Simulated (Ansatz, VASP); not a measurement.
**Two plane-wave programs on GaP**

File POSCAR:

```
GaP
1.0
    0.0000000000      2.7661287500      2.7252500000
    2.7252500000      0.0000000000      2.7252500000
    2.7252500000      2.7661287500      0.0000000000
Ga P
1 1
Direct
    0.0000000000      0.0000000000      0.0000000000
    0.7500000000      0.7500000000      0.7500000000
```

INCAR.step1

```
PREC = Accurate
ENCUT = 520
ISMEAR = 0
SIGMA = 0.05
LREAL = False
LASPH = True
NELM = 80
NBANDS = 16
GGA = PE
ALGO = Normal
EDIFF = 1E-4
LWAVE = True
LCHARG = False
```

The input INCAR.step2:

```
PREC = Accurate
ENCUT = 520
EDIFF = 1E-6
ISMEAR = 0
SIGMA = 0.05
LREAL = False
LASPH = True
NELM = 80
ALGO = Normal
ISIF = 2
LWAVE = False
LCHARG = False
METAGGA = R2SCAN
LMIXTAU = True
NBANDS = 16
ISTART = 1
```

File KPOINTS:

```
Automatic mesh
0
Gamma
  8 8 8
```

Input for Ansatz:

```yaml
crystal:
  lattice:
    - [0.0, 2.76612875, 2.72525]
    - [2.72525, 0.0, 2.72525]
    - [2.72525, 2.76612875, 0.0]
  atoms:
    - { symbol: Ga, position: [0.0, 0.0, 0.0] }
    - { symbol: P, position: [0.75, 0.75, 0.75] }
basis:
  ecutwfc: 500
kpoints:
  mp_grid: { grid: [8, 8, 8] }
hamiltonian:
  xc: r2scan
scf:
  occupations: { method: gaussian, width: 0.05 }
output:
  forces: true
  stress: true
  eigenvalues: true
```

Change from the starting cell: strain +0.0150 x Voigt [0, 1, 0, 0, 0, 0], atoms carried along.

Alike in both runs: task single point; functional r2SCAN; k mesh 8 × 8 × 8; occupations gaussian, width 0.05 eV; no spin polarisation.

```csv
,VASP,Ansatz
version,VASP 6.6.1,Ansatz 0.2.0
potentials or method,"VASP PAW PBE potentials, release 64 (Ga_d, P), cutoff 520 eV","scalar-relativistic, plane waves, PAW"
valence electrons in the cell,18,18
```

|  | VASP | Ansatz | Ansatz less VASP |
| --- | --- | --- | --- |
| gap on the k mesh at the Fermi level (eV) | 1.85 | 1.84 | -0.008 |
| least direct gap on the mesh (eV) | 2.18 | 2.20 | +0.021 |
| pressure (GPa) | -1.3 | -1.2 | +0.06 |
| traceless stress, the component that is largest in VASP (GPa) | -0.83 | -0.83 | -0.005 |

VASP's potentials were made for PBE, not for r2SCAN. The functional is the same, so the differences come from potentials, cutoffs and numerics.
